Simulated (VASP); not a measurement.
# CsI in VASP: further runs

The runs below take CsI through single point, with PBEsol.

All numbers are computed with VASP 6.6.1; they aren't measurements. Logs are shortened: lines on timing, memory, paths and dates and some standing lists are left out, and cuts for length are marked.

### Step 1. The cell of the first run

Symmetry: Pm-3m, No. 221, cubic system. Conventional cell: a = 4.481 Å, b = 4.481 Å, c = 4.481 Å, α = 90.00°, β = 90.00°, γ = 90.00°. Cs (site symmetry m-3m) has 8 I at 3.88 Å and 6 Cs at 4.48 Å within 5.1 Å. Within 5.1 Å of I (site symmetry m-3m) lie 8 Cs at 3.88 Å and 6 I at 4.48 Å.

### Step 2. Single point, PBEsol

INCAR reads:

```
ALGO = Normal ; EDIFF = 1E-6
ENCUT = 500 ; GGA = PS
GGA_COMPAT = F ; ISIF = 2
ISMEAR = 0 ; LASPH = T
LCHARG = F ; LREAL = F
LWAVE = F ; NBANDS = 15
NELM = 120 ; PREC = Accurate
SIGMA = 0.01
```

KPOINTS reads:

```
k-points
0
Gamma
  6 6 6
```

POSCAR reads:

```
CsI
1.0
    4.4806757235      0.0000000000      0.0000000000
    0.0000000000      4.4806757235      0.0000000000
    0.0000000000      0.0000000000      4.4806757235
Cs I
1 1
Direct
    0.0000000000      0.0000000000      0.0000000000
    0.5000000000      0.5000000000      0.5000000000
```

Potentials or basis: VASP PAW PBE potentials, release 64 (Cs_sv, I).

Command:

```
> cat potpaw_PBE.64/Cs_sv/POTCAR potpaw_PBE.64/I/POTCAR > POTCAR
> mpirun -np 1 vasp_std > vasp.out
```

OUTCAR:

```text
EDIFF = 1E-6
   ENCUT = 500
   GGA = PS
   ISIF = 2
   ISMEAR = 0
   LASPH = T
   LREAL = F
   NELM = 120
   PREC = Accurate

 ion  position               nearest neighbor table
   1  0.000  0.000  0.000-
   2  0.500  0.500  0.500-

  LATTYP: Found a simple cubic cell.
 ALAT       =     4.4806757235

  Lattice vectors:

 A1 = (   4.4806757235,   0.0000000000,   0.0000000000)
 A2 = (   0.0000000000,   4.4806757235,   0.0000000000)
 A3 = (   0.0000000000,   0.0000000000,   4.4806757235)

Analysis of symmetry for initial positions (statically):
=====================================================================
 Subroutine PRICEL returns:
 Original cell was already a primitive cell.

 Routine SETGRP: Setting up the symmetry group for a
 simple cubic supercell.

 Subroutine GETGRP returns: Found 48 space group operations
 (whereof 48 operations were pure point group operations)
 out of a pool of 48 trial point group operations.

The static configuration has the point symmetry O_h .

Analysis of symmetry for dynamics (positions and initial velocities):
=====================================================================
 Subroutine PRICEL returns:
 Original cell was already a primitive cell.

 Routine SETGRP: Setting up the symmetry group for a
 simple cubic supercell.

 Subroutine GETGRP returns: Found 48 space group operations
 (whereof 48 operations were pure point group operations)
 out of a pool of 48 trial point group operations.

The dynamic configuration has the point symmetry O_h .

 Subroutine INISYM returns: Found 48 space group operations
 (whereof 48 operations are pure point group operations),
 and found     1 'primitive' translations

----------------------------------------------------------------------------------------

                                     Primitive cell

  volume of cell :      89.9561

  direct lattice vectors                    reciprocal lattice vectors
     4.480675724  0.000000000  0.000000000     0.223180623  0.000000000  0.000000000
     0.000000000  4.480675724  0.000000000     0.000000000  0.223180623  0.000000000
     0.000000000  0.000000000  4.480675724     0.000000000  0.000000000  0.223180623

  length of vectors
     4.480675724  4.480675724  4.480675724     0.223180623  0.223180623  0.223180623

  position of ions in fractional coordinates (direct lattice)
     0.000000000  0.000000000  0.000000000
     0.500000000  0.500000000  0.500000000

[... 80 lines left out ...]
   TEBEG  =    0.0;   TEEND  =   0.0 temperature during run
   PSTRESS=    0.0 pullay stress
   NELECT =      16.0000    total number of electrons
   NUPDOWN=      -1.0000    fix difference up-down
   EMIN   =  10.00;   EMAX   =-10.00  energy-range for DOS
   EFERMI =   0.00;   METHOD = LEGACY
   ISMEAR =     0;   SIGMA  =   0.01  broadening in eV -4-tet -1-fermi 0-gaus
   EFERMI_NEDOS =   21; number of points for ismear=-14 and -15
   IALGO  =     38    algorithm
   IMIX   =      4    mixing-type and parameters
     AMIX     =   0.40;   BMIX     =  1.00
     AMIX_MAG =   1.60;   BMIX_MAG =  1.00
  volume/ion in A,a.u.               =      44.98       303.53
  Fermi-wavevector in a.u.,A,eV,Ry     =   0.920671  1.739817 11.532785  0.847636
  Thomas-Fermi vector in A             =   2.046003
   LORBIT       =      0    0 simple, 1 ext, 2 COOP (PROOUT), +10 PAW based schemes
   GGA     = PS    functional components
   LHFCALC =     F    Hartree Fock is set to
   AEXX    =    0.0000 exact exchange contribution
   IVDW    =     0    specifies the selected vdW correction
   LEPSILON=     F    determine dielectric tensor
   LRPA    =     F    only Hartree local field effects (RPA)
 non-spin polarized calculation
 Gauss-broadening in eV      SIGMA  =   0.01
  energy-cutoff  :      500.00
  volume of cell :       89.96
 maximum number of plane-waves:      2301
 NGX is ok and might be reduce to    36
   NGX = 17   NGY = 17   NGZ = 17

 number of electron      15.9999998 magnetization

 Free energy of the ion-electron system (eV)
  ---------------------------------------------------
  ext. energy  EPLUGINS =         0.00000000
  ---------------------------------------------------
  free energy    TOTEN  =        -5.77281004 eV

  energy without entropy =       -5.77281004  energy(sigma->0) =       -5.77281004

 E-fermi :   1.1667     XC(G=0):  -8.2038

 val. band max:        1.0482152807   @ k =   0.5000   0.5000   0.0000
 cond. band min:       4.9404639913   @ k =   0.0000   0.0000   0.0000
 fundamental gap:      3.8922487106
 Fermi energy:         1.1666779127

 k-point     1 :       0.0000    0.0000    0.0000
  band No.  band energies     occupation
      1     -19.2484      2.00000
      2      -9.7390      2.00000
      3      -5.9237      2.00000
      4      -5.9237      2.00000
      5      -5.9237      2.00000
      6       0.9694      2.00000
      7       0.9694      2.00000
      8       0.9694      2.00000
      9       4.9405      0.00000
     10       5.0263      0.00000
     11       5.0263      0.00000
     12       8.9096      0.00000
     13       8.9096      0.00000
     14       8.9096      0.00000
[... 329 lines left out ...]
      2      -9.4156      2.00000
      3      -6.2249      2.00000
      4      -6.2249      2.00000
      5      -6.2249      2.00000
      6      -0.4398      2.00000
      7      -0.4398      2.00000
      8      -0.4398      2.00000
      9       8.2915      0.00000
     10       8.2915      0.00000
     11       8.2915      0.00000
     12       9.1346      0.00000
     13       9.1346      0.00000
     14       9.1346      0.00000
     15      11.1867      0.00000

------------------------ aborting loop because EDIFF is reached ----------------------------------------

  FORCE on cell =-STRESS in cart. coord.  units (eV):
  Direction    XX          YY          ZZ          XY          YZ          ZX
  --------------------------------------------------------------------------------------
  -------------------------------------------------------------------------------------
  Total        0.1674185      0.1674185      0.1674185      0.0000000      0.0000000      0.0000000
  in kB        2.9818335      2.9818335      2.9818335      0.0000000      0.0000000      0.0000000
  external PRESSURE =       2.9818335 kB  Pullay stress =       0.0000000 kB

 VOLUME and BASIS-vectors are now :
 -----------------------------------------------------------------------------
  energy-cutoff  :      500.00
  volume of cell :       89.96
      direct lattice vectors                 reciprocal lattice vectors
     4.480675724  0.000000000  0.000000000     0.223180623  0.000000000  0.000000000
     0.000000000  4.480675724  0.000000000     0.000000000  0.223180623  0.000000000
     0.000000000  0.000000000  4.480675724     0.000000000  0.000000000  0.223180623

 POSITION                                       TOTAL-FORCE (eV/Angst)
 -----------------------------------------------------------------------------------
      0.00000      0.00000      0.00000         0.000000      0.000000      0.000000
      2.24034      2.24034      2.24034         0.000000      0.000000      0.000000
 -----------------------------------------------------------------------------------
    total drift:                               -0.000000      0.000000      0.000000

  FREE ENERGIE OF THE ION-ELECTRON SYSTEM (eV)
  ---------------------------------------------------
  free  energy   TOTEN  =        -5.7728100413 eV

  energy  without entropy=       -5.7728100413  energy(sigma->0) =       -5.77281004
```

OSZICAR:

```text
N       E                     dE             d eps       ncg     rms          rms(c)
DAV:   1     0.830585192795E+02    0.83059E+02   -0.61173E+03   600   0.861E+02
DAV:   2     0.963022780062E+00   -0.82095E+02   -0.76068E+02   836   0.140E+02
DAV:   3    -0.581485029774E+01   -0.67779E+01   -0.67601E+01   810   0.449E+01
DAV:   4    -0.589936959272E+01   -0.84519E-01   -0.84514E-01   767   0.612E+00
DAV:   5    -0.590025194446E+01   -0.88235E-03   -0.88235E-03   838   0.572E-01    0.143E+00
DAV:   6    -0.579376100855E+01    0.10649E+00   -0.79676E-02   740   0.149E+00    0.955E-01
DAV:   7    -0.577079701308E+01    0.22964E-01   -0.78257E-02   740   0.141E+00    0.497E-01
DAV:   8    -0.577298470562E+01   -0.21877E-02   -0.10223E-02   642   0.531E-01    0.831E-02
DAV:   9    -0.577277276776E+01    0.21194E-03   -0.46831E-04   831   0.124E-01    0.458E-02
DAV:  10    -0.577281634983E+01   -0.43582E-04   -0.18175E-04   628   0.639E-02    0.351E-02
DAV:  11    -0.577280994158E+01    0.64083E-05   -0.32278E-05   747   0.259E-02    0.106E-02
DAV:  12    -0.577281004134E+01   -0.99760E-07   -0.32169E-06   705   0.113E-02
   1 F= -.57728100E+01 E0= -.57728100E+01  d E =-.886812E-65
```

It took 22 s on 1 thread of Intel Xeon Platinum 8259CL at 2.50GHz (Skylake/Cascade Lake), shared host; peak memory 0.21 GiB.

Results:

- Free energy: -5.7728 eV
- Pressure: 0.3 GPa
- Band gap on the k mesh: 3.89 eV (least direct gap 3.97 eV)

Caveat: the PAW data sets were made with another functional, which shifts forces and pressure a little; spin-orbit coupling is left out, which moves the levels of the heavy elements.

### Step 3. Single point, PBEsol

This run uses another cell than the first one, of 45.66 Å³/atom.

INCAR reads:

```
SYSTEM = CsI
PREC = Accurate ; ENCUT = 500
EDIFF = 1E-6 ; ISMEAR = 0
SIGMA = 0.01 ; LREAL = .FALSE.
LASPH = .TRUE. ; NELM = 120
ALGO = Normal ; ISIF = 2
LWAVE = .FALSE. ; LCHARG = .FALSE.
GGA = PS ; NBANDS = 15
GGA_COMPAT = .FALSE.
```

KPOINTS reads:

```
regular mesh
0
G
  6 6 6
  0 0 0
```

POSCAR reads:

```
CsI
1.0
    4.5031916819      0.0000000000      0.0000000000
    0.0000000000      4.5031916819      0.0000000000
    0.0000000000      0.0000000000      4.5031916819
Cs I
1 1
Direct
    0.0000000000      0.0000000000      0.0000000000
    0.5000000000      0.5000000000      0.5000000000
```

Potentials or basis: VASP PAW PBE potentials, release 64 (Cs_sv, I).

Command:

```
> cat potpaw_PBE.64/Cs_sv/POTCAR potpaw_PBE.64/I/POTCAR > POTCAR
> mpirun -np 1 vasp_std > vasp.out
```

It took 23 s on 1 thread of Intel Xeon Platinum 8259CL at 2.50GHz (Skylake/Cascade Lake), shared host; peak memory 0.21 GiB.

Results (log left out):

| Quantity | Value |
| --- | --- |
| Free energy | -5.7745 eV |
| Pressure | 0.1 GPa |
| Band gap on the k mesh | 3.84 eV (least direct gap 3.92 eV) |

Levels at points of the mesh, in eV from the valence-band top:
| k point | band 5 | band 6 | band 7 | band 8 | band 9 | band 10 | band 11 | band 12 |
| --- | --- | --- | --- | --- | --- | --- | --- | --- |
| (0.00, 0.00, 0.00) | -6.99 | -0.08 | -0.08 | -0.08 | 3.84 | 4.01 | 4.01 | 7.83 |
| (0.50, 0.00, 0.00) | -6.91 | -1.71 | -0.28 | -0.28 | 5.09 | 6.52 | 6.68 | 6.83 |
| (0.50, 0.50, 0.00) | -6.86 | -0.90 | -0.90 | 0.00 | 4.11 | 4.83 | 6.04 | 6.04 |
| (0.50, 0.50, 0.50) | -7.28 | -1.45 | -1.45 | -1.45 | 7.19 | 7.19 | 7.19 | 8.01 |

Caveat: the PAW data sets were made with another functional, which shifts forces and pressure a little; spin-orbit coupling is left out, which moves the levels of the heavy elements. A hybrid or GW would open this gap; PBEsol tends to underestimate it.

### Step 4. Single point, PBEsol

This run uses another cell than the first one, of 45.66 Å³/atom.

INCAR reads:

```
PREC = Accurate
ENCUT = 500
EDIFF = 1E-6
ISMEAR = 0
SIGMA = 0.01
LREAL = False
LASPH = True
NELM = 120
ALGO = Normal
ISIF = 2
LWAVE = False
LCHARG = False
GGA = PS
NBANDS = 15
GGA_COMPAT = False
```

KPOINTS reads:

```
Automatic mesh
0
Gamma
  6 6 6
```

POSCAR is that of step 3.

Command:

```
> cat potpaw_PBE.64/Cs_sv/POTCAR potpaw_PBE.64/I/POTCAR > POTCAR
> mpirun -np 1 vasp_std > vasp.out
```

Wall time 20 s (1 thread of Intel Xeon Platinum 8259CL at 2.50GHz (Skylake/Cascade Lake), shared host); peak memory 0.21 GiB.

Results (log left out):

```
Free energy            : -5.7745 eV
Pressure               : 0.1 GPa
Band gap on the k mesh : 3.84 eV (least direct gap 3.92 eV)
```

Levels at points of the mesh, in eV from the valence-band top:
| k point | band 4 | band 5 | band 6 | band 7 | band 8 | band 9 | band 10 | band 11 | band 12 | band 13 |
| --- | --- | --- | --- | --- | --- | --- | --- | --- | --- | --- |
| (0.00, 0.00, 0.00) | -6.99 | -6.99 | -0.08 | -0.08 | -0.08 | 3.84 | 4.01 | 4.01 | 7.83 | 7.83 |
| (0.50, 0.00, 0.00) | -6.91 | -6.91 | -1.71 | -0.28 | -0.28 | 5.09 | 6.52 | 6.68 | 6.83 | 8.00 |
| (0.50, 0.50, 0.00) | -7.42 | -6.86 | -0.90 | -0.90 | 0.00 | 4.11 | 4.83 | 6.04 | 6.04 | 9.75 |
| (0.50, 0.50, 0.50) | -7.28 | -7.28 | -1.45 | -1.45 | -1.45 | 7.19 | 7.19 | 7.19 | 8.01 | 8.01 |

Caveat: the PAW data sets were made with another functional, which shifts forces and pressure a little; spin-orbit coupling is left out, which moves the levels of the heavy elements. A k mesh can miss the band edges.

### Step 5. Single point, PBEsol

This run uses another cell than the first one, of 46.35 Å³/atom.

INCAR reads:

```
SYSTEM = CsI
ALGO = Normal
EDIFF = 1E-6
ENCUT = 500
GGA = PS
GGA_COMPAT = .False.
ISIF = 2
ISMEAR = 0
LASPH = .True.
LCHARG = .False.
LREAL = .False.
LWAVE = .False.
NBANDS = 15
NELM = 120
PREC = Accurate
SIGMA = 0.01
```

KPOINTS reads:

```
k-points
0
Gamma
  6 6 6
  0 0 0
```

POSCAR reads:

```
CsI
1.0
    4.5257076403      0.0000000000      0.0000000000
    0.0000000000      4.5257076403      0.0000000000
    0.0000000000      0.0000000000      4.5257076403
Cs I
1 1
Direct
    0.0000000000      0.0000000000      0.0000000000
    0.5000000000      0.5000000000      0.5000000000
```

Command:

```
> cat potpaw_PBE.64/Cs_sv/POTCAR potpaw_PBE.64/I/POTCAR > POTCAR
> mpirun -np 1 vasp_std > vasp.out
```

Run time: 24 s. Hardware: 1 thread of Intel Xeon Platinum 8259CL at 2.50GHz (Skylake/Cascade Lake), shared host; peak memory 0.21 GiB.

It converged, with:

* Free energy: -5.7744 eV
* Pressure: -0.1 GPa
* Band gap on the k mesh: 3.79 eV (least direct gap 3.88 eV)

Levels at points of the mesh, in eV from the valence-band top:
```
           k point  band 4  band 5  band 6  band 7  band 8  band 9  band 10  band 11  band 12  band 13
(0.00, 0.00, 0.00)   -7.01   -7.01   -0.09   -0.09   -0.09    3.79     4.03     4.03     7.80     7.80
(0.50, 0.00, 0.00)   -6.93   -6.93   -1.67   -0.27   -0.27    5.10     6.45     6.69     6.76     7.95
(0.50, 0.50, 0.00)   -7.42   -6.89   -0.89   -0.89    0.00    4.12     4.82     6.04     6.04     9.67
(0.50, 0.50, 0.50)   -7.29   -7.29   -1.41   -1.41   -1.41    7.14     7.14     7.14     7.94     7.94
```

Caveat: the PAW data sets were made with another functional, which shifts forces and pressure a little; spin-orbit coupling is left out, which moves the levels of the heavy elements.

### Step 6. Single point, PBEsol (equal xy, yz and zx engineering shears of -0.5 %)

INCAR reads:

```
PREC = Accurate
ENCUT = 500
EDIFF = 1E-6
ISMEAR = 0
SIGMA = 0.01
LREAL = False
LASPH = True
NELM = 120
ALGO = Normal
ISIF = 2
LWAVE = False
LCHARG = False
GGA = PS
NBANDS = 15
GGA_COMPAT = False
```

KPOINTS reads:

```
Automatic mesh
0
Gamma
  6 6 6
```

POSCAR reads:

```
CsI
1.0
    4.5031916819     -0.0112579792     -0.0112579792
   -0.0112579792      4.5031916819     -0.0112579792
   -0.0112579792     -0.0112579792      4.5031916819
Cs I
1 1
Direct
    0.0000000000      0.0000000000      0.0000000000
    0.5000000000      0.5000000000      0.5000000000
```

Potentials or basis: VASP PAW PBE potentials, release 64 (Cs_sv, I).

Command:

```
> cat potpaw_PBE.64/Cs_sv/POTCAR potpaw_PBE.64/I/POTCAR > POTCAR
> mpirun -np 1 vasp_std > vasp.out
```

It took 32 s on 1 thread of Intel Xeon Platinum 8259CL at 2.50GHz (Skylake/Cascade Lake), shared host; peak memory 0.22 GiB.

It converged, with:

| Item | Value |
| --- | --- |
| Free energy | -5.7743 eV |
| Pressure | 0.1 GPa |
| Band gap on the k mesh | 3.84 eV (least direct gap 3.92 eV) |

Levels at points of the mesh, in eV from the valence-band top:
| k point | band 4 | band 5 | band 6 | band 7 | band 8 | band 9 | band 10 | band 11 | band 12 | band 13 |
| --- | --- | --- | --- | --- | --- | --- | --- | --- | --- | --- |
| (0.00, 0.00, 0.00) | -6.99 | -6.99 | -0.08 | -0.08 | -0.08 | 3.84 | 4.01 | 4.01 | 7.80 | 7.85 |
| (0.50, 0.00, 0.00) | -6.91 | -6.91 | -1.71 | -0.28 | -0.27 | 5.09 | 6.52 | 6.68 | 6.83 | 7.97 |
| (0.50, 0.50, 0.00) | -7.42 | -6.86 | -0.91 | -0.90 | 0.00 | 4.11 | 4.83 | 6.04 | 6.05 | 9.75 |
| (0.50, 0.50, 0.50) | -7.28 | -7.28 | -1.45 | -1.45 | -1.45 | 7.17 | 7.17 | 7.24 | 7.99 | 7.99 |

Caveat: the cell differs from its parent crystal (equal xy, yz and zx engineering shears of -0.5 %); the PAW data sets were made with another functional, which shifts forces and pressure a little; spin-orbit coupling is left out, which moves the levels of the heavy elements. A k mesh can miss the band edges.

### Step 7. Overview

```tsv
cell	gap on the mesh (eV)	pressure (GPa)
a = 4.481 Å, 2 atoms	3.89	0.3
a = 4.503 Å, 2 atoms	3.84	0.1
a = 4.526 Å, 2 atoms	3.79	-0.1
a = 4.503 Å, angles 90.3°, 2 atoms	3.84	0.1
```

Alike in all rows: task single point; level PBEsol; potentials or basis VASP PAW PBE potentials, release 64 (Cs_sv, I); no spin polarisation; k mesh 6 × 6 × 6; cutoff (eV) 500; smearing gaussian 0.01 eV.

Caveats: the PAW data sets were made with another functional, which shifts forces and pressure a little; spin-orbit coupling is left out, which moves the levels of the heavy elements.

Absolute energies hang on the potentials; compare differences alone.
